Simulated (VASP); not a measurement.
# Mo (Im-3m) in VASP: further runs, part 2 of 2

VASP 6.6.1.

### 3 Single point, PBEsol

This run uses another cell than the first one, of 15.51 Å³/atom.

Contents of INCAR:

```
PREC = Accurate ; ENCUT = 500
EDIFF = 1E-6 ; ISMEAR = 0
SIGMA = 0.1 ; LREAL = F
LASPH = T ; NELM = 120
ALGO = Normal ; ISIF = 2
LWAVE = F ; LCHARG = F
GGA = PS ; NBANDS = 13
GGA_COMPAT = F
```

Contents of KPOINTS:

```
regular mesh
0
Gamma
  8 8 8
```

Contents of POSCAR:

```
Mo
1.0
   -1.5710000000      1.5710000000      1.5710000000
    1.5710000000     -1.5710000000      1.5710000000
    1.5710000000      1.5710000000     -1.5710000000
Mo
1
Direct
    0.0000000000      0.0000000000      0.0000000000
```

Potentials or basis: VASP PAW PBE potentials, release 64 (Mo_sv).

Run with:

```bash
$ cat potpaw_PBE.64/Mo_sv/POTCAR > POTCAR
$ mpirun -np 1 vasp_std > vasp.out
```

OUTCAR:

```text
PREC = Accurate
   ENCUT = 500
   EDIFF = 1E-6
   ISMEAR = 0
   LREAL = F
   LASPH = T
   NELM = 120
   ISIF = 2
   GGA = PS

 ion  position               nearest neighbor table
   1  0.000  0.000  0.000-

  LATTYP: Found a body centered cubic cell.
 ALAT       =     3.1420000000

  Lattice vectors:

 A1 = (  -1.5710000000,   1.5710000000,   1.5710000000)
 A2 = (   1.5710000000,  -1.5710000000,   1.5710000000)
 A3 = (   1.5710000000,   1.5710000000,  -1.5710000000)

Analysis of symmetry for initial positions (statically):
=====================================================================
 Subroutine PRICEL returns:
 Original cell was already a primitive cell.

 Routine SETGRP: Setting up the symmetry group for a
 body centered cubic supercell.

 Subroutine GETGRP returns: Found 48 space group operations
 (whereof 48 operations were pure point group operations)
 out of a pool of 48 trial point group operations.

The static configuration has the point symmetry O_h .

Analysis of symmetry for dynamics (positions and initial velocities):
=====================================================================
 Subroutine PRICEL returns:
 Original cell was already a primitive cell.

 Routine SETGRP: Setting up the symmetry group for a
 body centered cubic supercell.

 Subroutine GETGRP returns: Found 48 space group operations
 (whereof 48 operations were pure point group operations)
 out of a pool of 48 trial point group operations.

The dynamic configuration has the point symmetry O_h .

 Subroutine INISYM returns: Found 48 space group operations
 (whereof 48 operations are pure point group operations),
 and found     1 'primitive' translations

----------------------------------------------------------------------------------------

                                     Primitive cell

  volume of cell :      15.5092

  direct lattice vectors                    reciprocal lattice vectors
    -1.571000000  1.571000000  1.571000000     0.000000000  0.318268619  0.318268619
     1.571000000 -1.571000000  1.571000000     0.318268619  0.000000000  0.318268619
     1.571000000  1.571000000 -1.571000000     0.318268619  0.318268619  0.000000000

  length of vectors
     2.721051819  2.721051819  2.721051819     0.450099797  0.450099797  0.450099797

  position of ions in fractional coordinates (direct lattice)
     0.000000000  0.000000000  0.000000000

  ion indices of the primitive-cell ions
   primitive index   ion index
                 1           1

----------------------------------------------------------------------------------------

 KPOINTS: regular mesh

Automatic generation of k-mesh.
 Grid dimensions read from file:
 generate k-points for:    8    8    8

 Generating k-lattice:

  Cartesian coordinates                     Fractional coordinates (reciprocal lattice)
     0.000000000  0.039783577  0.039783577     0.125000000  0.000000000  0.000000000
     0.039783577  0.000000000  0.039783577     0.000000000  0.125000000  0.000000000
     0.039783577  0.039783577  0.000000000     0.000000000  0.000000000  0.125000000

  Length of vectors
     0.056262475  0.056262475  0.056262475

  Shift w.r.t. Gamma in fractional coordinates (k-lattice)
     0.000000000  0.000000000  0.000000000

 Subroutine IBZKPT returns following result:
 ===========================================

 Found     29 irreducible k-points:

 Following reciprocal coordinates:
            Coordinates               Weight
  0.000000  0.000000  0.000000      1.000000
  0.125000  0.000000  0.000000     12.000000
  0.250000  0.000000  0.000000     12.000000
  0.375000  0.000000  0.000000     12.000000
  0.500000  0.000000  0.000000      6.000000
  0.125000  0.125000  0.000000     24.000000
[... 16 lines left out ...]
 -0.250000  0.250000  0.250000      6.000000
 -0.375000  0.375000  0.250000     24.000000
 [... further k-points ...]
   k-points           NKPTS =     29   k-points in BZ     NKDIM =     29   number of bands    NBANDS=     13
   number of dos      NEDOS =    301   number of ions     NIONS =      1
   total plane-waves  NPLWV =   8000
   dimension x,y,z NGX =    20 NGY =   20 NGZ =   20
   dimension x,y,z NGXF=    40 NGYF=   40 NGZF=   40
   ions per type =               1
   NGX,Y,Z   is equivalent  to a cutoff of  12.22, 12.22, 12.22 a.u.
   NGXF,Y,Z  is equivalent  to a cutoff of  24.44, 24.44, 24.44 a.u.
 SYSTEM =  unknown system
   PREC   = accura    normal or accurate (medium, high low for compatibility)
   ISTART =      0    job   : 0-new  1-cont  2-samecut
   ICHARG =      2    charge: 1-file 2-atom 10-const
   ISPIN  =      1    spin polarized calculation?
   LNONCOLLINEAR =      F non collinear calculations
   LSORBIT =      F    spin-orbit coupling
   LASPH  =      T    aspherical Exc in radial PAW
   ENCUT  =  500.0 eV  36.75 Ry    6.06 a.u.   4.96  4.96  4.96*2*pi/ulx,y,z
   NELM   =    120;   NELMIN=  2; NELMDL= -5     # of ELM steps
   EDIFF  = 0.1E-05   stopping-criterion for ELM
   LREAL  =      F    real-space projection
   EDIFFG = 0.1E-04   stopping-criterion for IOM
   NSW    =      0    number of steps for IOM
   IBRION =     -1    ionic relax: 0-MD 1-quasi-New 2-CG
   NFREE  =      0    steps in history (QN), initial steepest desc. (CG)
   ISIF   =      2    stress and relaxation
   ISYM   =      2    0-nonsym 1-usesym 2-fastsym
   POTIM  = 0.5000    time-step for ionic-motion
   TEBEG  =    0.0;   TEEND  =   0.0 temperature during run
   PSTRESS=    0.0 pullay stress
   NELECT =      14.0000    total number of electrons
   NUPDOWN=      -1.0000    fix difference up-down
   EMIN   =  10.00;   EMAX   =-10.00  energy-range for DOS
   EFERMI =   0.00;   METHOD = LEGACY
   ISMEAR =     0;   SIGMA  =   0.10  broadening in eV -4-tet -1-fermi 0-gaus
   EFERMI_NEDOS =   21; number of points for ismear=-14 and -15
   IALGO  =     38    algorithm
   IMIX   =      4    mixing-type and parameters
     AMIX     =   0.40;   BMIX     =  1.00
     AMIX_MAG =   1.60;   BMIX_MAG =  1.00
  volume/ion in A,a.u.               =      15.51       104.66
  Fermi-wavevector in a.u.,A,eV,Ry     =   1.582176  2.989878 34.059184  2.503279
  Thomas-Fermi vector in A             =   2.682139
   LORBIT       =      0    0 simple, 1 ext, 2 COOP (PROOUT), +10 PAW based schemes
   GGA     = PS    functional components
   LHFCALC =     F    Hartree Fock is set to
   AEXX    =    0.0000 exact exchange contribution
   IVDW    =     0    specifies the selected vdW correction
   LEPSILON=     F    determine dielectric tensor
   LRPA    =     F    only Hartree local field effects (RPA)
 non-spin polarized calculation
 Gauss-broadening in eV      SIGMA  =   0.10
  energy-cutoff  :      500.00
  volume of cell :       15.51
 maximum number of plane-waves:       420
   NGX =  9   NGY =  9   NGZ =  9

 number of electron      14.0000000 magnetization

 Free energy of the ion-electron system (eV)
  ---------------------------------------------------
  ext. energy  EPLUGINS =         0.00000000
  ---------------------------------------------------
  free energy    TOTEN  =       -11.75539162 eV

  energy without entropy =      -11.75091027  energy(sigma->0) =      -11.75315095

 E-fermi :  12.4578     XC(G=0): -13.5741

 val. band max:       12.4406169952   @ k =  -0.2500   0.2500   0.1250
 cond. band min:      12.5849184220   @ k =   0.3750   0.0000   0.0000
 fundamental gap:      0.1443014268
 Fermi energy:        12.4577621933

 k-point     1 :       0.0000    0.0000    0.0000
  band No.  band energies     occupation
      1     -48.6094      2.00000
      2     -21.8778      2.00000
      3     -21.8778      2.00000
      4     -21.8778      2.00000
      5       5.2803      2.00000
      6      11.2065      2.00000
      7      11.2065      2.00000
      8      11.2065      2.00000
      9      14.2496      0.00000
     10      14.2496      0.00000
     11      27.4117      0.00000
     12      27.4117      0.00000
     13      27.4117      0.00000

 k-point     2 :       0.1250    0.0000    0.0000
  band No.  band energies     occupation
      1     -48.5699      2.00000
      2     -22.1030      2.00000
      3     -21.9473      2.00000
      4     -21.8795      2.00000
      5       5.9475      2.00000
      6      10.8364      2.00000
      7      11.1133      2.00000
      8      11.8562      2.00000
      9      13.8081      0.00000
     10      14.2679      0.00000
     11      27.8381      0.00000
[... 339 lines left out ...]
 k-point    24 :      -0.3750    0.3750    0.2500
  band No.  band energies     occupation
      1     -48.2733      2.00000
      2     -22.9515      2.00000
      3     -22.5406      2.00000
      4     -22.4100      2.00000
      5       8.5835      2.00000
      6       9.1629      2.00000
      7      11.9518      2.00000
      8      12.7940      0.00000
      9      15.5233      0.00000
     10      17.6216      0.00000
     11      26.4865      0.00000
     12      28.5339      0.00000
     13      29.5771      0.00000

 [... further k-points ...]
[... 5 lines left out ...]
  --------------------------------------------------------------------------------------
  -------------------------------------------------------------------------------------
  Total       -0.2047991     -0.2047991     -0.2047991      0.0000000     -0.0000000      0.0000000
  in kB      -21.1568035    -21.1568035    -21.1568035      0.0000000     -0.0000000      0.0000000
  external PRESSURE =     -21.1568035 kB  Pullay stress =       0.0000000 kB

 VOLUME and BASIS-vectors are now :
 -----------------------------------------------------------------------------
  energy-cutoff  :      500.00
  volume of cell :       15.51
      direct lattice vectors                 reciprocal lattice vectors
    -1.571000000  1.571000000  1.571000000     0.000000000  0.318268619  0.318268619
     1.571000000 -1.571000000  1.571000000     0.318268619  0.000000000  0.318268619
     1.571000000  1.571000000 -1.571000000     0.318268619  0.318268619  0.000000000

 POSITION                                       TOTAL-FORCE (eV/Angst)
 -----------------------------------------------------------------------------------
      0.00000      0.00000      0.00000         0.000000      0.000000     -0.000000
 -----------------------------------------------------------------------------------
    total drift:                                0.000000     -0.000000      0.000000

  FREE ENERGIE OF THE ION-ELECTRON SYSTEM (eV)
  ---------------------------------------------------
  free  energy   TOTEN  =       -11.7553916244 eV

  energy  without entropy=      -11.7509102681  energy(sigma->0) =      -11.75315095
```

OSZICAR:

```text
N       E                     dE             d eps       ncg     rms          rms(c)
DAV:   1     0.903468407699E+02    0.90347E+02   -0.80101E+03   775   0.108E+03
DAV:   2    -0.114080628397E+02   -0.10175E+03   -0.98109E+02   854   0.310E+02
DAV:   3    -0.125323265581E+02   -0.11243E+01   -0.11222E+01   844   0.326E+01
DAV:   4    -0.125348231511E+02   -0.24966E-02   -0.24966E-02   839   0.185E+00
DAV:   5    -0.125348378531E+02   -0.14702E-04   -0.14703E-04   839   0.129E-01    0.162E+01
DAV:   6    -0.118584206748E+02    0.67642E+00   -0.79711E-01   774   0.109E+01    0.431E+00
DAV:   7    -0.117607806349E+02    0.97640E-01   -0.16113E-01   834   0.466E+00    0.101E+00
DAV:   8    -0.117556123142E+02    0.51683E-02   -0.50470E-03   754   0.914E-01    0.206E-01
DAV:   9    -0.117553855981E+02    0.22672E-03   -0.23886E-04   849   0.186E-01    0.639E-02
DAV:  10    -0.117553912811E+02   -0.56829E-05   -0.17751E-05   794   0.511E-02    0.406E-03
DAV:  11    -0.117553916244E+02   -0.34334E-06   -0.19100E-07   437   0.572E-03
   1 F= -.11755392E+02 E0= -.11753151E+02  d E =-.448136E-02
```

Run time: 10 s. Hardware: 1 thread of Intel Xeon 8259CL, shared host; peak memory 0.13 GiB.

Results:

* Free energy: -11.7554 eV
* Pressure: -2.1 GPa
* Band gap on the k mesh: zero (bands 7 and 8 overlap by 5.44 eV)

Caveat: the PAW data sets were made with another functional, which shifts forces and pressure a little.
